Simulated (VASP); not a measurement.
# Li2Se (Fm-3m) in VASP: notebook

Li2Se is run at these levels: LDA, r2SCAN; tasks: single point.

All numbers are computed with VASP 6.6.1; they aren't measurements. Logs are shortened: lines on timing, memory, paths and dates and some standing lists are left out, and cuts for length are marked.

### 1 The cell of the first run

The structure is cubic, space group Fm-3m (No. 225). The conventional cell has a = 6.085 Å, b = 6.085 Å, c = 6.085 Å, α = 90.00°, β = 90.00°, γ = 90.00°. Within 3.5 Å of Li (site symmetry -43m) lie 4 Se at 2.63 Å and 6 Li at 3.04 Å. Within 3.5 Å of Se (site symmetry m-3m) lie 8 Li at 2.63 Å.

### 2 Single point, LDA

INCAR reads:

```
PREC     = Accurate       # precision mode
ENCUT    = 750            # plane-wave cutoff, eV
EDIFF    = 1E-6           # SCF threshold, eV
ISMEAR   = -1             # smearing method
SIGMA    = 0.1            # smearing width, eV
LREAL    = F              # projectors in reciprocal space
LASPH    = T              # aspherical terms in the spheres
NELM     = 120            # most SCF steps
ALGO     = Normal         # electronic algorithm
ISIF     = 2              # what is computed and relaxed
LWAVE    = F              # write WAVECAR
LCHARG   = T              # write CHGCAR
GGA      = CA             # functional
LELF     = T              # ELF
LVHAR    = T            
NBANDS   = 13             # bands
GGA_COMPAT= F
```

KPOINTS reads:

```
Automatic mesh
0
Gamma
  5 5 5
```

POSCAR reads:

```
Li2Se
1.0
    0.0000000000      3.0425550000      3.0425550000
    3.0425550000      0.0000000000      3.0425550000
    3.0425550000      3.0425550000      0.0000000000
Li Se
2 1
Direct
    0.2500000000      0.2500000000      0.2500000000
    0.7500000000      0.7500000000      0.7500000000
    0.0000000000      0.0000000000      0.0000000000
```

Potentials or basis: VASP PAW LDA potentials, release 64 (Li_sv, Se).

The run is started by

```sh
$ cat potpaw_LDA.64/Li_sv/POTCAR potpaw_LDA.64/Se/POTCAR > POTCAR
$ mpirun -np 1 vasp_std > vasp.out
```

OUTCAR:

```text
PREC = Accurate
   ENCUT = 750
   EDIFF = 1E-6
   ISMEAR = -1
   LREAL = F
   LASPH = T
   NELM = 120
   ISIF = 2
   GGA = CA

 ion  position               nearest neighbor table
   1  0.250  0.250  0.250-   3 2.63   3 2.63   3 2.63   3 2.63
   2  0.750  0.750  0.750-   3 2.63   3 2.63   3 2.63   3 2.63
   3  0.000  0.000  0.000-   2 2.63   2 2.63   2 2.63   1 2.63   2 2.63   1 2.63   1 2.63   1 2.63

  LATTYP: Found a face centered cubic cell.
 ALAT       =     6.0851100000

  Lattice vectors:

 A1 = (   0.0000000000,   3.0425550000,   3.0425550000)
 A2 = (   3.0425550000,   0.0000000000,   3.0425550000)
 A3 = (   3.0425550000,   3.0425550000,   0.0000000000)

Analysis of symmetry for initial positions (statically):
=====================================================================
 Subroutine PRICEL returns:
 Original cell was already a primitive cell.

 Routine SETGRP: Setting up the symmetry group for a
 face centered cubic supercell.

 Subroutine GETGRP returns: Found 48 space group operations
 (whereof 48 operations were pure point group operations)
 out of a pool of 48 trial point group operations.

The static configuration has the point symmetry O_h .

Analysis of symmetry for dynamics (positions and initial velocities):
=====================================================================
 Subroutine PRICEL returns:
 Original cell was already a primitive cell.

 Routine SETGRP: Setting up the symmetry group for a
 face centered cubic supercell.

 Subroutine GETGRP returns: Found 48 space group operations
 (whereof 48 operations were pure point group operations)
 out of a pool of 48 trial point group operations.

The dynamic configuration has the point symmetry O_h .

 Subroutine INISYM returns: Found 48 space group operations
 (whereof 48 operations are pure point group operations),
 and found     1 'primitive' translations

----------------------------------------------------------------------------------------

                                     Primitive cell

  volume of cell :      56.3307

  direct lattice vectors                    reciprocal lattice vectors
     0.000000000  3.042555000  3.042555000    -0.164335567  0.164335567  0.164335567
     3.042555000  0.000000000  3.042555000     0.164335567 -0.164335567  0.164335567
     3.042555000  3.042555000  0.000000000     0.164335567  0.164335567 -0.164335567

  length of vectors
     4.302822545  4.302822545  4.302822545     0.284637551  0.284637551  0.284637551

  position of ions in fractional coordinates (direct lattice)
     0.250000000  0.250000000  0.250000000
     0.750000000  0.750000000  0.750000000
     0.000000000  0.000000000  0.000000000

  ion indices of the primitive-cell ions
   primitive index   ion index
                 1           1
                 2           2
                 3           3

----------------------------------------------------------------------------------------

 KPOINTS: Automatic mesh

Automatic generation of k-mesh.
 Grid dimensions read from file:
 generate k-points for:    5    5    5

 Generating k-lattice:

  Cartesian coordinates                     Fractional coordinates (reciprocal lattice)
    -0.032867113  0.032867113  0.032867113     0.200000000  0.000000000  0.000000000
     0.032867113 -0.032867113  0.032867113     0.000000000  0.200000000  0.000000000
     0.032867113  0.032867113 -0.032867113     0.000000000  0.000000000  0.200000000

  Length of vectors
     0.056927510  0.056927510  0.056927510

  Shift w.r.t. Gamma in fractional coordinates (k-lattice)
     0.000000000  0.000000000  0.000000000

 Subroutine IBZKPT returns following result:
 ===========================================

 Found     10 irreducible k-points:

 Following reciprocal coordinates:
            Coordinates               Weight
  0.000000  0.000000  0.000000      1.000000
  0.200000  0.000000  0.000000      8.000000
  0.400000  0.000000  0.000000      8.000000
  0.200000  0.200000  0.000000      6.000000
  0.400000  0.200000  0.000000     24.000000
 -0.400000  0.200000  0.000000     24.000000
 -0.200000  0.200000  0.000000     12.000000
  0.400000  0.400000  0.000000      6.000000
 -0.400000  0.400000  0.000000     12.000000
 -0.400000  0.400000  0.200000     24.000000
   k-points           NKPTS =     10   k-points in BZ     NKDIM =     10   number of bands    NBANDS=     13
   number of dos      NEDOS =    301   number of ions     NIONS =      3
   total plane-waves  NPLWV =  64000
   dimension x,y,z NGX =    40 NGY =   40 NGZ =   40
   dimension x,y,z NGXF=    80 NGYF=   80 NGZF=   80
   ions per type =               2   1
   NGX,Y,Z   is equivalent  to a cutoff of  15.45, 15.45, 15.45 a.u.
   NGXF,Y,Z  is equivalent  to a cutoff of  30.91, 30.91, 30.91 a.u.
 SYSTEM =  unknown system
   PREC   = accura    normal or accurate (medium, high low for compatibility)
   ISTART =      0    job   : 0-new  1-cont  2-samecut
   ICHARG =      2    charge: 1-file 2-atom 10-const
   ISPIN  =      1    spin polarized calculation?
   LNONCOLLINEAR =      F non collinear calculations
   LSORBIT =      F    spin-orbit coupling
   LASPH  =      T    aspherical Exc in radial PAW
   ENCUT  =  750.0 eV  55.12 Ry    7.42 a.u.   9.61  9.61  9.61*2*pi/ulx,y,z
   NELM   =    120;   NELMIN=  2; NELMDL= -5     # of ELM steps
   EDIFF  = 0.1E-05   stopping-criterion for ELM
   LREAL  =      F    real-space projection
   EDIFFG = 0.1E-04   stopping-criterion for IOM
   NSW    =      0    number of steps for IOM
   IBRION =     -1    ionic relax: 0-MD 1-quasi-New 2-CG
   NFREE  =      0    steps in history (QN), initial steepest desc. (CG)
   ISIF   =      2    stress and relaxation
   ISYM   =      2    0-nonsym 1-usesym 2-fastsym
   POTIM  = 0.5000    time-step for ionic-motion
   TEBEG  =    0.0;   TEEND  =   0.0 temperature during run
   PSTRESS=    0.0 pullay stress
   NELECT =      12.0000    total number of electrons
   NUPDOWN=      -1.0000    fix difference up-down
   EMIN   =  10.00;   EMAX   =-10.00  energy-range for DOS
   EFERMI =   0.00;   METHOD = LEGACY
   ISMEAR =    -1;   SIGMA  =   0.10  broadening in eV -4-tet -1-fermi 0-gaus
   EFERMI_NEDOS =   21; number of points for ismear=-14 and -15
   IALGO  =     38    algorithm
   IMIX   =      4    mixing-type and parameters
     AMIX     =   0.40;   BMIX     =  1.00
     AMIX_MAG =   1.60;   BMIX_MAG =  1.00
  volume/ion in A,a.u.               =      18.78       126.71
  Fermi-wavevector in a.u.,A,eV,Ry     =   0.977733  1.847647 13.006642  0.955961
  Thomas-Fermi vector in A             =   2.108453
   LORBIT       =      0    0 simple, 1 ext, 2 COOP (PROOUT), +10 PAW based schemes
   GGA     = CA    functional components
   LHFCALC =     F    Hartree Fock is set to
   AEXX    =    0.0000 exact exchange contribution
   IVDW    =     0    specifies the selected vdW correction
   LEPSILON=     F    determine dielectric tensor
   LRPA    =     F    only Hartree local field effects (RPA)
 non-spin polarized calculation
  energy-cutoff  :      750.00
  volume of cell :       56.33
 maximum number of plane-waves:      2685
 NGX is ok and might be reduce to    40
   NGX = 19   NGY = 19   NGZ = 19

 number of electron      12.0000003 magnetization

 Free energy of the ion-electron system (eV)
  ---------------------------------------------------
  ext. energy  EPLUGINS =         0.00000000
  ---------------------------------------------------
  free energy    TOTEN  =       -12.10049776 eV

  energy without entropy =      -12.10049769  energy(sigma->0) =      -12.10049772

 E-fermi :   2.2779     XC(G=0):  -8.3915

 val. band max:        0.7498188156   @ k =   0.0000   0.0000   0.0000
 cond. band min:       3.7917441275   @ k =   0.0000   0.0000   0.0000
 fundamental gap:      3.0419253118
 Fermi energy:         2.2778707476

 k-point     1 :       0.0000    0.0000    0.0000
  band No.  band energies     occupation
      1     -43.0410      2.00000
      2     -43.0181      2.00000
      3     -10.5694      2.00000
      4       0.7498      2.00000
      5       0.7498      2.00000
      6       0.7498      2.00000
      7       3.7917      0.00000
      8       6.1989      0.00000
      9       6.1989      0.00000
     10       6.1989      0.00000
     11      11.1851      0.00000
     12      11.1851      0.00000
     13      11.2943      0.00000

 k-point     2 :       0.2000    0.0000    0.0000
  band No.  band energies     occupation
      1     -43.0387      2.00000
      2     -43.0201      2.00000
      3     -10.4630      2.00000
      4      -0.5423      2.00000
      5       0.5502      2.00000
      6       0.5502      2.00000
      7       4.7140      0.00000
      8       6.6405      0.00000
      9       6.6405      0.00000
     10       7.0070      0.00000
     11       9.5415      0.00000
     12       9.5415      0.00000
     13      11.5608      0.00000

 k-point     3 :       0.4000    0.0000    0.0000
  band No.  band energies     occupation
      1     -43.0327      2.00000
      2     -43.0256      2.00000
      3     -10.2743      2.00000
      4      -1.8677      2.00000
      5       0.2833      2.00000
      6       0.2833      2.00000
      7       5.4522      0.00000
      8       6.6146      0.00000
      9       6.6146      0.00000
     10       8.1734      0.00000
     11      10.7964      0.00000
     12      10.7964      0.00000
     13      12.4208      0.00000

 k-point     4 :       0.2000    0.2000    0.0000
  band No.  band energies     occupation
      1     -43.0382      2.00000
      2     -43.0205      2.00000
      3     -10.4285      2.00000
      4      -0.3360      2.00000
      5       0.1657      2.00000
      6       0.1657      2.00000
      7       4.8277      0.00000
      8       6.3855      0.00000
      9       7.3313      0.00000
     10       7.3313      0.00000
     11       8.3507      0.00000
     12      11.7938      0.00000
     13      12.4842      0.00000

 k-point     5 :       0.4000    0.2000    0.0000
  band No.  band energies     occupation
      1     -43.0342      2.00000
      2     -43.0241      2.00000
      3     -10.2664      2.00000
      4      -1.4115      2.00000
      5      -0.1574      2.00000
      6      -0.1244      2.00000
      7       5.0855      0.00000
      8       7.1858      0.00000
      9       7.3282      0.00000
     10       7.7984      0.00000
     11       9.9926      0.00000
     12      12.1418      0.00000
     13      12.9844      0.00000

 k-point     6 :      -0.4000    0.2000    0.0000
  band No.  band energies     occupation
      1     -43.0298      2.00000
      2     -43.0283      2.00000
      3     -10.1981      2.00000
      4      -1.7974      2.00000
      5      -0.5080      2.00000
      6       0.0117      2.00000
      7       5.6512      0.00000
      8       6.8260      0.00000
      9       7.5607      0.00000
     10       8.9146      0.00000
     11      10.2197      0.00000
     12      10.2586      0.00000
     13      13.0240      0.00000

 k-point     7 :      -0.2000    0.2000    0.0000
  band No.  band energies     occupation
      1     -43.0354      2.00000
      2     -43.0230      2.00000
      3     -10.3275      2.00000
      4      -1.2058      2.00000
      5      -0.2915      2.00000
      6       0.4255      2.00000
      7       5.6654      0.00000
      8       6.6131      0.00000
      9       7.4147      0.00000
     10       7.6637      0.00000
     11       8.2148      0.00000
     12      11.7547      0.00000
     13      12.9822      0.00000

 k-point     8 :       0.4000    0.4000    0.0000
  band No.  band energies     occupation
      1     -43.0336      2.00000
      2     -43.0245      2.00000
      3     -10.1842      2.00000
      4      -1.3187      2.00000
      5      -0.5344      2.00000
      6      -0.5344      2.00000
      7       3.8310      0.00000
      8       6.6905      0.00000
      9       9.6796      0.00000
     10       9.6796      0.00000
     11      10.5432      0.00000
     12      13.2060      0.00000
     13      13.2063      0.00000

 k-point     9 :      -0.4000    0.4000    0.0000
  band No.  band energies     occupation
      1     -43.0314      2.00000
      2     -43.0266      2.00000
      3     -10.1403      2.00000
      4      -1.3161      2.00000
      5      -1.1076      2.00000
      6      -0.4671      2.00000
      7       4.3775      0.00000
      8       7.4136      0.00000
      9       9.1893      0.00000
     10       9.6986      0.00000
     11      10.4817      0.00000
     12      10.8147      0.00000
     13      13.0676      0.00000

 k-point    10 :      -0.4000    0.4000    0.2000
  band No.  band energies     occupation
      1     -43.0309      2.00000
      2     -43.0271      2.00000
      3     -10.1627      2.00000
      4      -1.4183      2.00000
      5      -0.8702      2.00000
      6      -0.5028      2.00000
      7       5.4705      0.00000
      8       6.8903      0.00000
      9       7.8753      0.00000
     10       9.8538      0.00000
     11      10.0524      0.00000
     12      10.6497      0.00000
     13      13.4928      0.00000

------------------------ aborting loop because EDIFF is reached ----------------------------------------

  FORCE on cell =-STRESS in cart. coord.  units (eV):
  Direction    XX          YY          ZZ          XY          YZ          ZX
  --------------------------------------------------------------------------------------
  -------------------------------------------------------------------------------------
  Total       -1.2794810     -1.2794810     -1.2794810     -0.0000000      0.0000000      0.0000000
  in kB      -36.3914303    -36.3914303    -36.3914303     -0.0000000      0.0000000      0.0000000
  external PRESSURE =     -36.3914303 kB  Pullay stress =       0.0000000 kB

 VOLUME and BASIS-vectors are now :
 -----------------------------------------------------------------------------
  energy-cutoff  :      750.00
  volume of cell :       56.33
      direct lattice vectors                 reciprocal lattice vectors
     0.000000000  3.042555000  3.042555000    -0.164335567  0.164335567  0.164335567
     3.042555000  0.000000000  3.042555000     0.164335567 -0.164335567  0.164335567
     3.042555000  3.042555000  0.000000000     0.164335567  0.164335567 -0.164335567

 POSITION                                       TOTAL-FORCE (eV/Angst)
 -----------------------------------------------------------------------------------
      1.52128      1.52128      1.52128        -0.000000     -0.000000     -0.000000
      4.56383      4.56383      4.56383         0.000000      0.000000      0.000000
      0.00000      0.00000      0.00000        -0.000000      0.000000      0.000000
 -----------------------------------------------------------------------------------
    total drift:                                0.000000     -0.000000      0.000000

  FREE ENERGIE OF THE ION-ELECTRON SYSTEM (eV)
  ---------------------------------------------------
  free  energy   TOTEN  =       -12.1004977606 eV

  energy  without entropy=      -12.1004976871  energy(sigma->0) =      -12.10049772
```

It took 12 s on 1 thread of Intel Xeon Platinum 8559C (Emerald Rapids), shared host; peak memory 0.19 GiB.

What came out:

```
Free energy            : -12.1005 eV
Pressure               : -3.6 GPa
Band gap on the k mesh : 3.04 eV, direct
```

Levels at points of the mesh, in eV from the valence-band top:
```
           k point  band 3  band 4  band 5  band 6  band 7  band 8  band 9  band 10
(0.00, 0.00, 0.00)  -11.32    0.00    0.00    0.00    3.04    5.45    5.45     5.45
```

A k mesh can miss the band edges. Expect the measured gap to be larger: semilocal functionals such as LDA lack the derivative discontinuity.

### 3 Single point, r2SCAN

POSCAR is that of step 2.

INCAR.step1 reads:

```
PREC     = Accurate       # precision mode
ENCUT    = 830            # plane-wave cutoff, eV
ISMEAR   = -1             # smearing method
SIGMA    = 0.1            # smearing width, eV
LREAL    = F              # projectors in reciprocal space
LASPH    = T              # aspherical terms in the spheres
NELM     = 120            # most SCF steps
NBANDS   = 13             # bands
GGA      = PE             # functional
ALGO     = Normal         # electronic algorithm
EDIFF    = 1E-5           # SCF threshold, eV
LWAVE    = T              # write WAVECAR
LCHARG   = F              # write CHGCAR
GGA_COMPAT= F
```

INCAR.step2 reads:

```
PREC     = Accurate       # precision mode
ENCUT    = 830            # plane-wave cutoff, eV
EDIFF    = 1E-6           # SCF threshold, eV
ISMEAR   = -1             # smearing method
SIGMA    = 0.1            # smearing width, eV
LREAL    = F              # projectors in reciprocal space
LASPH    = T              # aspherical terms in the spheres
NELM     = 120            # most SCF steps
ALGO     = Normal         # electronic algorithm
ISIF     = 2              # what is computed and relaxed
LWAVE    = F              # write WAVECAR
LCHARG   = T              # write CHGCAR
METAGGA  = R2SCAN         # meta-GGA
LMIXTAU  = T            
LELF     = T              # ELF
LVHAR    = T            
NBANDS   = 13             # bands
ISTART   = 1            
GGA_COMPAT= F
```

KPOINTS reads:

```
regular mesh
0
Gamma
  5 5 5
```

Potentials or basis: VASP PAW PBE potentials, release 64 (Li_sv, Se).

The run is started by

```sh
$ cat potpaw_PBE.64/Li_sv/POTCAR potpaw_PBE.64/Se/POTCAR > POTCAR
$ cp INCAR.step1 INCAR
$ mpirun -np 1 vasp_std > vasp.out
$ cp INCAR.step2 INCAR
$ mpirun -np 1 vasp_std > vasp.out
```

Wall time 53 s (1 thread of Intel Xeon Platinum 8559C (Emerald Rapids), shared host); peak memory 0.25 GiB.

Results (log left out):

```
Free energy            : -23.4213 eV
Pressure               : -1.8 GPa
Band gap on the k mesh : 3.75 eV, indirect (least direct gap 3.95 eV)
```

Levels at points of the mesh, in eV from the valence-band top:
| k point | band 2 | band 3 | band 4 | band 5 | band 6 | band 7 | band 8 | band 9 | band 10 | band 11 |
| --- | --- | --- | --- | --- | --- | --- | --- | --- | --- | --- |
| (0.00, 0.00, 0.00) | -46.21 | -11.66 | 0.00 | 0.00 | 0.00 | 3.95 | 6.28 | 6.28 | 6.28 | 11.06 |

Caveat: the PAW data sets were made with another functional, which shifts forces and pressure a little.
